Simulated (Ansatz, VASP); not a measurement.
## Ca3Pb2 in VASP and in Ansatz

File INCAR:

```
ALGO = Fast ; EDIFF = 1E-7
EDIFFG = -0.01 ; ENCUT = 600
GGA = PE ; IBRION = 2
ISIF = 3 ; ISMEAR = 0
LASPH = True ; LCHARG = False
LREAL = False ; LWAVE = False
NELM = 80 ; NSW = 100
PREC = Accurate ; SIGMA = 0.1
```

KPOINTS

```
k-points
0
Gamma
  6 6 6
```

POSCAR

```
Ca3Pb2
1.0
    5.9306886907      0.0000000000      0.0000000000
    0.0000000000      5.9306886907      0.0000000000
    0.0000000000      0.0000000000      5.9306886907
Ca Pb
3 2
Direct
    0.5000000000      0.0000000000      0.0000000000
    0.0000000000      0.5000000000      0.0000000000
    0.0000000000      0.0000000000      0.5000000000
    0.0000000000      0.0000000000      0.0000000000
    0.5000000000      0.5000000000      0.5000000000
```

Input for Ansatz:

```yaml
crystal:
  lattice:
    - [5.9306886907, 0.0, 0.0]
    - [0.0, 5.9306886907, 0.0]
    - [0.0, 0.0, 5.9306886907]
  atoms:
    - { symbol: Ca, position: [0.5, 0.0, 0.0] }
    - { symbol: Ca, position: [0.0, 0.5, 0.0] }
    - { symbol: Ca, position: [0.0, 0.0, 0.5] }
    - { symbol: Pb, position: [0.0, 0.0, 0.0] }
    - { symbol: Pb, position: [0.5, 0.5, 0.5] }
basis:
  ecutwfc: 420
kpoints:
  mp_grid: { grid: [6, 6, 6] }
hamiltonian:
  xc: pbe
scf:
  occupations: { method: gaussian, width: 0.1 }
output:
  forces: true
  stress: true
  eigenvalues: true
relax:
  adjacent_minimum: "off"
  f_tol: 0.01
  max_steps: 80
  cell: { stress_tol: 0.05 }
```

Alike in both runs: task relaxation of cell and atoms; functional PBE; k mesh 6 × 6 × 6; occupations gaussian, width 0.1 eV; no spin polarisation.

|  | VASP | Ansatz |
| --- | --- | --- |
| version | VASP 6.6.1 | Ansatz 0.2.0 |
| potentials or method | VASP PAW PBE potentials, release 64 (Ca_sv, Pb_d), cutoff 600 eV | scalar-relativistic, plane waves, PAW |
| valence electrons in the cell | 58 | 58 |

|  | VASP | Ansatz | Ansatz less VASP |
| --- | --- | --- | --- |
| gap on the k mesh at the Fermi level, each at its own relaxed structure (eV) | none | none | - |
| relaxed volume (Å³/atom) | 42.10 | 42.07 | -0.027 |
| relaxed length of the cell vector where the two differ most in proportion (Å) | 5.949 | 5.947 | -0.0013 |

A gap of «none» marks a metal or a gap that the smearing closes.

Neither program's run includes spin-orbit coupling.
